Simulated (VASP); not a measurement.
# TaRe (Cmmm) in VASP: further runs

TaRe is run at these levels: LDA; tasks: single point.

All numbers are computed with VASP 6.6.1; they aren't measurements. Logs are shortened: lines on timing, memory, paths and dates and some standing lists are left out, and cuts for length are marked.

## 1. The cell of the first run

Symmetry: Cmmm, No. 65, orthorhombic system. The conventional cell has a = 3.131 Å, b = 4.490 Å, c = 4.358 Å, α = 90.00°, β = 90.00°, γ = 90.00°. Ta (site symmetry mmm) has 8 Re at 2.68 to 3.13 Å and 6 Ta at 2.74 to 3.13 Å within 3.5 Å. Within 3.5 Å of Re (site symmetry mmm) lie 8 Ta at 2.68 to 3.13 Å and 6 Re at 2.74 to 3.13 Å.

## 2. Single point, LDA

Contents of INCAR:

```
PREC = Accurate ; ENCUT = 520
EDIFF = 1E-6 ; ISMEAR = 0
SIGMA = 0.05 ; LREAL = F
LASPH = T ; NELM = 100
ALGO = Normal ; ISIF = 2
LWAVE = F ; LCHARG = F
GGA = CA ; NBANDS = 16
```

Contents of KPOINTS:

```
Automatic mesh
0
Gamma
  8 8 5
```

Contents of POSCAR:

```
TaRe
1.0
    1.5653564307     -2.2449003551      0.0000000000
    1.5653564307      2.2449003551      0.0000000000
    0.0000000000      0.0000000000      4.3578613821
Ta Re
1 1
Direct
    0.5000000000      0.5000000000      0.5000000000
    0.0000000000      0.0000000000      0.0000000000
```

Potentials or basis: VASP PAW LDA potentials, release 64 (Ta_pv, Re).

The run is started by

```
$ cat potpaw_LDA.64/Ta_pv/POTCAR potpaw_LDA.64/Re/POTCAR > POTCAR
$ mpirun -np 1 vasp_std > vasp.out
```

OUTCAR:

```text
PREC = Accurate
   ENCUT = 520
   EDIFF = 1E-6
   ISMEAR = 0
   LREAL = F
   LASPH = T
   NELM = 100
   ISIF = 2
   GGA = CA

 ion  position               nearest neighbor table
   1  0.500  0.500  0.500-   2 2.68   2 2.68   2 2.68   2 2.68   2 3.13   2 3.13   2 3.13   2 3.13

   2  0.000  0.000  0.000-   1 2.68   1 2.68   1 2.68   1 2.68   1 3.13   1 3.13   1 3.13   1 3.13

  LATTYP: Found a base centered orthorhombic cell.
 ALAT       =     3.1307128614
 B/A-ratio  =     1.4341145001
 C/A-ratio  =     1.3919709584

  Lattice vectors:

 A1 = (   1.5653564307,  -2.2449003551,   0.0000000000)
 A2 = (   1.5653564307,   2.2449003551,   0.0000000000)
 A3 = (   0.0000000000,   0.0000000000,   4.3578613821)

Analysis of symmetry for initial positions (statically):
=====================================================================
 Subroutine PRICEL returns:
 Original cell was already a primitive cell.

 Routine SETGRP: Setting up the symmetry group for a
 base centered orthorhombic supercell.

 Subroutine GETGRP returns: Found  8 space group operations
 (whereof  8 operations were pure point group operations)
 out of a pool of  8 trial point group operations.

The static configuration has the point symmetry D_2h.

Analysis of symmetry for dynamics (positions and initial velocities):
=====================================================================
 Subroutine PRICEL returns:
 Original cell was already a primitive cell.

 Routine SETGRP: Setting up the symmetry group for a
 base centered orthorhombic supercell.

 Subroutine GETGRP returns: Found  8 space group operations
 (whereof  8 operations were pure point group operations)
 out of a pool of  8 trial point group operations.

The dynamic configuration has the point symmetry D_2h.

 Subroutine INISYM returns: Found  8 space group operations
 (whereof  8 operations are pure point group operations),
 and found     1 'primitive' translations

----------------------------------------------------------------------------------------

                                     Primitive cell

  volume of cell :      30.6277

  direct lattice vectors                    reciprocal lattice vectors
     1.565356431 -2.244900355  0.000000000     0.319416070 -0.222727035  0.000000000
     1.565356431  2.244900355  0.000000000     0.319416070  0.222727035  0.000000000
     0.000000000  0.000000000  4.357861382     0.000000000  0.000000000  0.229470355

  length of vectors
     2.736771521  2.736771521  4.357861382     0.389402052  0.389402052  0.229470355

  position of ions in fractional coordinates (direct lattice)
     0.500000000  0.500000000  0.500000000
     0.000000000  0.000000000  0.000000000

  ion indices of the primitive-cell ions
   primitive index   ion index
                 1           1
                 2           2

----------------------------------------------------------------------------------------

 KPOINTS: Automatic mesh

Automatic generation of k-mesh.
 Grid dimensions read from file:
 generate k-points for:    8    8    5

 Generating k-lattice:

  Cartesian coordinates                     Fractional coordinates (reciprocal lattice)
     0.039927009 -0.027840879  0.000000000     0.125000000 -0.000000000  0.000000000
     0.039927009  0.027840879  0.000000000    -0.000000000  0.125000000  0.000000000
     0.000000000  0.000000000  0.045894071     0.000000000  0.000000000  0.200000000

  Length of vectors
     0.048675257  0.048675257  0.045894071

  Shift w.r.t. Gamma in fractional coordinates (k-lattice)
     0.000000000  0.000000000  0.000000000

 Subroutine IBZKPT returns following result:
 ===========================================

 Found     63 irreducible k-points:

 Following reciprocal coordinates:
            Coordinates               Weight
  0.000000  0.000000  0.000000      1.000000
  0.125000  0.000000  0.000000      4.000000
  0.250000  0.000000  0.000000      4.000000
  0.375000  0.000000  0.000000      4.000000
  0.500000  0.000000  0.000000      2.000000
  0.125000  0.125000  0.000000      2.000000
[... 16 lines left out ...]
  0.125000  0.000000  0.200000      8.000000
  0.250000  0.000000  0.200000      8.000000
 [... further k-points ...]
   k-points           NKPTS =     63   k-points in BZ     NKDIM =     63   number of bands    NBANDS=     16
   number of dos      NEDOS =    301   number of ions     NIONS =      2
   total plane-waves  NPLWV =  12800
   dimension x,y,z NGX =    20 NGY =   20 NGZ =   32
   dimension x,y,z NGXF=    40 NGYF=   40 NGZF=   64
   ions per type =               1   1
   NGX,Y,Z   is equivalent  to a cutoff of  12.15, 12.15, 12.21 a.u.
   NGXF,Y,Z  is equivalent  to a cutoff of  24.30, 24.30, 24.42 a.u.
 SYSTEM =  unknown system
   PREC   = accura    normal or accurate (medium, high low for compatibility)
   ISTART =      0    job   : 0-new  1-cont  2-samecut
   ICHARG =      2    charge: 1-file 2-atom 10-const
   ISPIN  =      1    spin polarized calculation?
   LNONCOLLINEAR =      F non collinear calculations
   LSORBIT =      F    spin-orbit coupling
   LASPH  =      T    aspherical Exc in radial PAW
   ENCUT  =  520.0 eV  38.22 Ry    6.18 a.u.   5.09  5.09  8.10*2*pi/ulx,y,z
   NELM   =    100;   NELMIN=  2; NELMDL= -5     # of ELM steps
   EDIFF  = 0.1E-05   stopping-criterion for ELM
   LREAL  =      F    real-space projection
   EDIFFG = 0.1E-04   stopping-criterion for IOM
   NSW    =      0    number of steps for IOM
   IBRION =     -1    ionic relax: 0-MD 1-quasi-New 2-CG
   NFREE  =      0    steps in history (QN), initial steepest desc. (CG)
   ISIF   =      2    stress and relaxation
   ISYM   =      2    0-nonsym 1-usesym 2-fastsym
   POTIM  = 0.5000    time-step for ionic-motion
   TEBEG  =    0.0;   TEEND  =   0.0 temperature during run
   PSTRESS=    0.0 pullay stress
   NELECT =      18.0000    total number of electrons
   NUPDOWN=      -1.0000    fix difference up-down
   EMIN   =  10.00;   EMAX   =-10.00  energy-range for DOS
   EFERMI =   0.00;   METHOD = LEGACY
   ISMEAR =     0;   SIGMA  =   0.05  broadening in eV -4-tet -1-fermi 0-gaus
   EFERMI_NEDOS =   21; number of points for ismear=-14 and -15
   IALGO  =     38    algorithm
   IMIX   =      4    mixing-type and parameters
     AMIX     =   0.40;   BMIX     =  1.00
     AMIX_MAG =   1.60;   BMIX_MAG =  1.00
  volume/ion in A,a.u.               =      15.31       103.34
  Fermi-wavevector in a.u.,A,eV,Ry     =   1.371285  2.591353 25.584706  1.880423
  Thomas-Fermi vector in A             =   2.496996
   LORBIT       =      0    0 simple, 1 ext, 2 COOP (PROOUT), +10 PAW based schemes
   GGA     = CA    functional components
   LHFCALC =     F    Hartree Fock is set to
   AEXX    =    0.0000 exact exchange contribution
   IVDW    =     0    specifies the selected vdW correction
   LEPSILON=     F    determine dielectric tensor
   LRPA    =     F    only Hartree local field effects (RPA)
 non-spin polarized calculation
 Gauss-broadening in eV      SIGMA  =   0.05
  energy-cutoff  :      520.00
  volume of cell :       30.63
 maximum number of plane-waves:       846
   NGX = 11   NGY = 11   NGZ = 17

 number of electron      18.0000006 magnetization

 Free energy of the ion-electron system (eV)
  ---------------------------------------------------
  ext. energy  EPLUGINS =         0.00000000
  ---------------------------------------------------
  free energy    TOTEN  =       -26.96095887 eV

  energy without entropy =      -26.95926526  energy(sigma->0) =      -26.96011206

 E-fermi :   7.6992     XC(G=0): -13.6400

 val. band max:        7.6845490460   @ k =   0.0000   0.0000   0.4000
 cond. band min:       7.7034361487   @ k =  -0.1250   0.1250   0.2000
 fundamental gap:      0.0188871028
 Fermi energy:         7.6992450043

 k-point     1 :       0.0000    0.0000    0.0000
  band No.  band energies     occupation
      1     -26.3757      2.00000
      2     -25.6854      2.00000
      3     -25.4280      2.00000
      4      -1.9272      2.00000
      5       1.3500      2.00000
      6       3.8265      2.00000
[... 8 lines left out ...]
     15      14.8327      0.00000
     16      19.6730      0.00000

 k-point     2 :       0.1250    0.0000    0.0000
  band No.  band energies     occupation
      1     -26.3570      2.00000
      2     -25.8290      2.00000
      3     -25.5089      2.00000
      4      -1.3525      2.00000
      5       1.8846      2.00000
      6       3.9441      2.00000
[... 8 lines left out ...]
     15      15.7021      0.00000
     16      19.1584      0.00000

 k-point     3 :       0.2500    0.0000    0.0000
  band No.  band energies     occupation
      1     -26.3117      2.00000
      2     -26.2793      2.00000
      3     -25.5755      2.00000
      4       0.1326      2.00000
      5       2.9764      2.00000
      6       4.2282      2.00000
[... 8 lines left out ...]
     15      17.3213      0.00000
     16      18.0752      0.00000

 k-point     4 :       0.3750    0.0000    0.0000
  band No.  band energies     occupation
      1     -26.7304      2.00000
      2     -26.2659      2.00000
      3     -25.6107      2.00000
      4       1.7558      2.00000
      5       3.2718      2.00000
      6       4.4245      2.00000
[... 8 lines left out ...]
     15      16.6372      0.00000
     16      18.8712      0.00000
[... 324 lines left out ...]
 k-point    22 :       0.0000    0.0000    0.2000
  band No.  band energies     occupation
      1     -26.3986      2.00000
      2     -25.6888      2.00000
      3     -25.4279      2.00000
      4      -1.4155      2.00000
      5       1.4473      2.00000
      6       3.9691      2.00000
[... 8 lines left out ...]
     15      13.4633      0.00000
     16      20.4446      0.00000

 k-point    23 :       0.1250    0.0000    0.2000
  band No.  band energies     occupation
      1     -26.3752      2.00000
      2     -25.8293      2.00000
      3     -25.5091      2.00000
      4      -0.8837      2.00000
      5       1.9872      2.00000
      6       4.0544      2.00000
[... 8 lines left out ...]
     15      14.3405      0.00000
     16      20.4065      0.00000

 k-point    24 :       0.2500    0.0000    0.2000
  band No.  band energies     occupation
      1     -26.3215      2.00000
      2     -26.2711      2.00000
      3     -25.5750      2.00000
      4       0.3890      2.00000
      5       2.9171      2.00000
      6       4.2464      2.00000
[... 8 lines left out ...]
     15      16.2051      0.00000
     16      18.9243      0.00000

 [... further k-points ...]
[... 5 lines left out ...]
  --------------------------------------------------------------------------------------
  -------------------------------------------------------------------------------------
  Total        1.1782655      1.5327337      1.7175169      0.0000000      0.0000000      0.0000000
  in kB       61.6367921     80.1795404     89.8458196      0.0000000      0.0000000      0.0000000
  external PRESSURE =      77.2207174 kB  Pullay stress =       0.0000000 kB

 VOLUME and BASIS-vectors are now :
 -----------------------------------------------------------------------------
  energy-cutoff  :      520.00
  volume of cell :       30.63
      direct lattice vectors                 reciprocal lattice vectors
     1.565356431 -2.244900355  0.000000000     0.319416070 -0.222727035  0.000000000
     1.565356431  2.244900355  0.000000000     0.319416070  0.222727035  0.000000000
     0.000000000  0.000000000  4.357861382     0.000000000  0.000000000  0.229470355

 POSITION                                       TOTAL-FORCE (eV/Angst)
 -----------------------------------------------------------------------------------
      1.56536      0.00000      2.17893         0.000000     -0.000000      0.000000
      0.00000      0.00000      0.00000        -0.000000      0.000000      0.000000
 -----------------------------------------------------------------------------------
    total drift:                                0.000000      0.000000      0.000000

  FREE ENERGIE OF THE ION-ELECTRON SYSTEM (eV)
  ---------------------------------------------------
  free  energy   TOTEN  =       -26.9609588727 eV

  energy  without entropy=      -26.9592652565  energy(sigma->0) =      -26.96011206
```

Run time: 18 s. Hardware: 1 thread of Intel Xeon Platinum 8488C (Sapphire Rapids), shared host; peak memory 0.15 GiB.

What came out:

```yaml
Free_energy: -26.9610 eV
Pressure: 7.7 GPa
Band_gap_on_the_k_mesh: zero (band 9 reaches 10.12 eV, above the bottom of band 10 at 6.81 eV)
```

Caveat: spin-orbit coupling is left out, which moves the levels of the heavy elements.

## 3. Single point, LDA

This run uses another cell than the first one, of 15.63 Å³/atom, 1.020 times its volume.

Contents of INCAR:

```
SYSTEM = TaRe
  ALGO = Normal
  EDIFF = 1E-6
  ENCUT = 520
  ISIF = 2
  ISMEAR = 0
  LASPH = .TRUE.
  LCHARG = .FALSE.
  LREAL = .FALSE.
  LWAVE = .FALSE.
  NBANDS = 16
  NELM = 80
  PREC = Accurate
  SIGMA = 0.05
```

Contents of KPOINTS:

```
k-points
0
G
  8 8 5
  0 0 0
```

Contents of POSCAR:

```
TaRe
1.0
    1.5759334842     -2.2600690609      0.0000000000
    1.5759334842      2.2600690609      0.0000000000
    0.0000000000      0.0000000000      4.3873072846
Ta Re
1 1
Direct
    0.5000000000      0.5000000000      0.5000000000
    0.0000000000      0.0000000000      0.0000000000
```

Potentials or basis: VASP PAW LDA potentials, release 64 (Ta_pv, Re).

The run is started by

```
$ cat potpaw_LDA.64/Ta_pv/POTCAR potpaw_LDA.64/Re/POTCAR > POTCAR
$ mpirun -np 1 vasp_std > vasp.out
```

OUTCAR:

```text
SYSTEM = TaRe
   EDIFF = 1E-6
   ENCUT = 520
   ISIF = 2
   ISMEAR = 0
   LASPH = .TRUE.
   LREAL = .FALSE.
   NELM = 80
   PREC = Accurate

 ion  position               nearest neighbor table
   1  0.500  0.500  0.500-   2 2.70   2 2.70   2 2.70   2 2.70   2 3.15   2 3.15   2 3.15   2 3.15

   2  0.000  0.000  0.000-   1 2.70   1 2.70   1 2.70   1 2.70   1 3.15   1 3.15   1 3.15   1 3.15

  LATTYP: Found a base centered orthorhombic cell.
 ALAT       =     3.1518669684
 B/A-ratio  =     1.4341145001
 C/A-ratio  =     1.3919709584

  Lattice vectors:

 A1 = (   1.5759334842,  -2.2600690609,   0.0000000000)
 A2 = (   1.5759334842,   2.2600690609,   0.0000000000)
 A3 = (   0.0000000000,   0.0000000000,   4.3873072846)

Analysis of symmetry for initial positions (statically):
=====================================================================
 Subroutine PRICEL returns:
 Original cell was already a primitive cell.

 Routine SETGRP: Setting up the symmetry group for a
 base centered orthorhombic supercell.

 Subroutine GETGRP returns: Found  8 space group operations
 (whereof  8 operations were pure point group operations)
 out of a pool of  8 trial point group operations.
[... 157 lines left out ...]
  ext. energy  EPLUGINS =         0.00000000
  ---------------------------------------------------
  free energy    TOTEN  =       -26.97842047 eV

  energy without entropy =      -26.97703050  energy(sigma->0) =      -26.97772549

 E-fermi :   7.4545     XC(G=0): -13.5326

 val. band max:        7.4520867635   @ k =   0.0000   0.0000   0.4000
 cond. band min:       7.4854324997   @ k =   0.3750   0.2500   0.0000
 fundamental gap:      0.0333457362
 Fermi energy:         7.4544835524

 k-point     1 :       0.0000    0.0000    0.0000
  band No.  band energies     occupation
      1     -26.6239      2.00000
      2     -25.9728      2.00000
      3     -25.7347      2.00000
      4      -2.0368      2.00000
      5       1.2637      2.00000
      6       3.7048      2.00000
[... 433 lines left out ...]
      3     -25.8712      2.00000
      4       0.2408      2.00000
      5       2.7895      2.00000
      6       4.1024      2.00000
[... 8 lines left out ...]
     15      15.7651      0.00000
     16      18.4327      0.00000

 [... further k-points ...]
[... 5 lines left out ...]
  --------------------------------------------------------------------------------------
  -------------------------------------------------------------------------------------
  Total       -0.0559202      0.3643134      0.3611603      0.0000000      0.0000000      0.0000000
  in kB       -2.8667624     18.6766132     18.5149651      0.0000000      0.0000000      0.0000000
  external PRESSURE =      11.4416053 kB  Pullay stress =       0.0000000 kB

 VOLUME and BASIS-vectors are now :
 -----------------------------------------------------------------------------
  energy-cutoff  :      520.00
  volume of cell :       31.25
      direct lattice vectors                 reciprocal lattice vectors
     1.575933484 -2.260069061  0.000000000     0.317272274 -0.221232178  0.000000000
     1.575933484  2.260069061  0.000000000     0.317272274  0.221232178  0.000000000
     0.000000000  0.000000000  4.387307285     0.000000000  0.000000000  0.227930239

 POSITION                                       TOTAL-FORCE (eV/Angst)
 -----------------------------------------------------------------------------------
      1.57593      0.00000      2.19365        -0.000000      0.000000      0.000000
      0.00000      0.00000      0.00000         0.000000      0.000000      0.000000
 -----------------------------------------------------------------------------------
    total drift:                                0.000000      0.000000      0.000000

  FREE ENERGIE OF THE ION-ELECTRON SYSTEM (eV)
  ---------------------------------------------------
  free  energy   TOTEN  =       -26.9784204727 eV

  energy  without entropy=      -26.9770305005  energy(sigma->0) =      -26.97772549
```

OSZICAR:

```text
N       E                     dE             d eps       ncg     rms          rms(c)
DAV:   1     0.933497457703E+02    0.93350E+02   -0.10048E+04  2640   0.117E+03
DAV:   2    -0.251103174664E+02   -0.11846E+03   -0.11123E+03  2792   0.320E+02
DAV:   3    -0.283674421303E+02   -0.32571E+01   -0.32050E+01  2832   0.541E+01
DAV:   4    -0.284002220438E+02   -0.32780E-01   -0.32735E-01  2800   0.404E+00
DAV:   5    -0.284006884536E+02   -0.46641E-03   -0.46640E-03  2808   0.579E-01    0.337E+01
DAV:   6    -0.274512495361E+02    0.94944E+00   -0.28772E+00  3416   0.207E+01    0.121E+01
DAV:   7    -0.273837907232E+02    0.67459E-01   -0.31489E+00  3264   0.158E+01    0.873E+00
DAV:   8    -0.269824313885E+02    0.40136E+00   -0.10452E+00  3192   0.115E+01    0.758E-01
DAV:   9    -0.269787098089E+02    0.37216E-02   -0.32816E-02  2616   0.125E+00    0.286E-01
DAV:  10    -0.269784602597E+02    0.24955E-03   -0.14367E-03  3096   0.386E-01    0.113E-01
DAV:  11    -0.269784234038E+02    0.36856E-04   -0.11626E-04  2800   0.864E-02    0.333E-02
DAV:  12    -0.269784205599E+02    0.28439E-05   -0.15756E-05  3112   0.413E-02    0.824E-03
DAV:  13    -0.269784204727E+02    0.87181E-07   -0.46005E-07  1848   0.782E-03
   1 F= -.26978420E+02 E0= -.26977725E+02  d E =-.138997E-02
```

Wall time 25 s (1 thread of Intel Xeon Platinum 8488C (Sapphire Rapids), shared host); peak memory 0.15 GiB.

Results:

```
Free energy            : -26.9784 eV
Pressure               : 1.1 GPa
Band gap on the k mesh : zero (band 9 reaches 9.84 eV, above the bottom of band 10 at 6.60 eV)
```

Caveat: spin-orbit coupling is left out, which moves the levels of the heavy elements.

(Continued in part 2 of 2.)
